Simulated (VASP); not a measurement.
Sn2Ge: relaxation of cell and atoms with PBEsol

The system is Sn2Ge.

```
CELL_PARAMETERS angstrom
0.00000 3.43275 3.43275
3.43275 0.00000 3.43275
3.43275 3.43275 0.00000
ATOMIC_POSITIONS crystal
Sn 0.75000 0.75000 0.75000
Sn 0.25000 0.25000 0.25000
Ge 0.00000 0.00000 0.00000
```

```json
{
 "Program": "VASP 6.6.1",
 "Task": "relaxation of cell and atoms",
 "Functional": "PBEsol",
 "Potentials or basis": "VASP PAW PBE potentials, release 64 (Sn_d, Ge_d)",
 "Cutoff": "600 eV",
 "k mesh": "12 × 12 × 12",
 "Occupations": "fermi-dirac, width 0.15 eV",
 "Spin": "no spin polarisation",
 "Dipole correction": "no",
 "Further INCAR settings": "ALGO = Fast; EDIFF = 1e-06; IBRION = 2; EDIFFG = -0.001; NSW = 80; ISIF = 3"
}
```

```
Relaxed volume                        : 26.90 Å³/atom
Relaxed cell                          : a = 4.850 Å, b = 4.850 Å, c = 4.850 Å, α = 60.00°, β = 60.00°, γ = 60.00°
Space group after relaxing (to 0.1 Å) : Fm-3m (No. 225)
Energy gained by relaxing             : 0.0 meV/atom
Ionic steps                           : 3
Pressure after relaxing               : 0.0 GPa
Band gap on the k mesh                : zero (bands 21 and 22 overlap by 1.76 eV)
```

Step by step:
| step | energy change (eV) | largest force (eV/Å) | pressure (GPa) | volume (Å³) |
| --- | --- | --- | --- | --- |
| 1 | 0.0000 | 0.0000 | -0.17 | 80.90 |
| 2 | -0.0001 | 0.0000 | 0.11 | 80.58 |
| 3 | -0.0001 | 0.0000 | 0.00 | 80.69 |

Final structure:
```xyz
3
Lattice="0.0000 3.4297 3.4297 3.4297 0.0000 3.4297 3.4297 3.4297 0.0000" Properties=species:S:1:pos:R:3 pbc="T T T"
Sn    5.1446    5.1446    5.1446
Sn    1.7149    1.7149    1.7149
Ge    0.0000    0.0000    0.0000
```

Levels at points of the mesh, in eV from the Fermi level:
```
           k point  band 17  band 18  band 19  band 20  band 21  band 22  band 23  band 24  band 25
(0.00, 0.00, 0.00)    -3.71    -3.46    -1.01    -1.01    -1.01    -0.96    -0.96    -0.96     3.67
(0.50, 0.00, 0.00)    -8.23    -4.77    -2.34    -2.34    -0.15    -0.15     0.21     3.88     4.68
(0.50, 0.50, 0.00)    -8.40    -5.90    -3.97    -3.97    -1.44     3.85     4.29     4.29     5.15
```

It took 10 min on 1 thread of Intel Xeon 8259CL (shared host), peak memory 0.37 GiB.

Caveat: the PAW data sets were made with another functional, which shifts forces and pressure a little; spin-orbit coupling is left out, which moves the levels of the heavy elements.
